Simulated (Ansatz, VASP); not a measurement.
## One calculation of Ru, two programs

File INCAR:

```
PREC = Accurate ; ENCUT = 520
EDIFF = 1E-6 ; ISMEAR = -1
SIGMA = 0.05 ; LREAL = False
LASPH = True ; NELM = 100
ALGO = Normal ; ISIF = 2
LWAVE = False ; LCHARG = True
GGA = PS ; LELF = True
LVHAR = True ; NBANDS = 21
```

Contents of KPOINTS:

```
Automatic mesh
0
Gamma
  15 15 9
```

The input POSCAR:

```
Ru
1.0
    1.3450542353     -2.3297022745      0.0000000000
    1.3450542353      2.3297022745      0.0000000000
    0.0000000000      0.0000000000      4.2498124699
Ru
2
Direct
    0.6666666670      0.3333333330      0.2500000000
    0.3333333330      0.6666666670      0.7500000000
```

Input for Ansatz:

```yaml
crystal:
  lattice:
    - [1.3450542353, -2.3297022745, 0.0]
    - [1.3450542353, 2.3297022745, 0.0]
    - [0.0, 0.0, 4.2498124699]
  atoms:
    - { symbol: Ru, position: [0.666666667, 0.333333333, 0.25] }
    - { symbol: Ru, position: [0.333333333, 0.666666667, 0.75] }
kpoints:
  mp_grid: { grid: [15, 15, 9] }
scf:
  occupations: { method: fermi_dirac, width: 0.05 }
hamiltonian:
  xc: pbesol
  pseudopotentials: { kind: all_electron, lapw: { basis_error: 0.001 } }
output:
  forces: true
  stress: true
  eigenvalues: true
```

Alike in both runs: task single point; functional PBEsol; k mesh 15 × 15 × 9; occupations fermi-dirac, width 0.05 eV; no spin polarisation.

```csv
,VASP,Ansatz
version,VASP 6.6.1,Ansatz 0.2.0
potentials or method,"VASP PAW PBE potentials, release 64 (Ru_pv), cutoff 520 eV","all-electron LAPW, scalar-relativistic"
```

VASP gave:

* pressure (GPa): 0.0
* traceless stress, the component that is largest in VASP (GPa): 0.45

Which values does Ansatz return?

Pressure (GPa): 0.0; traceless stress, the component that is largest in VASP (GPa): 0.43.

VASP's potentials were made for PBE, not for PBEsol. Ansatz ran all-electron here, and VASP with PAW potentials.
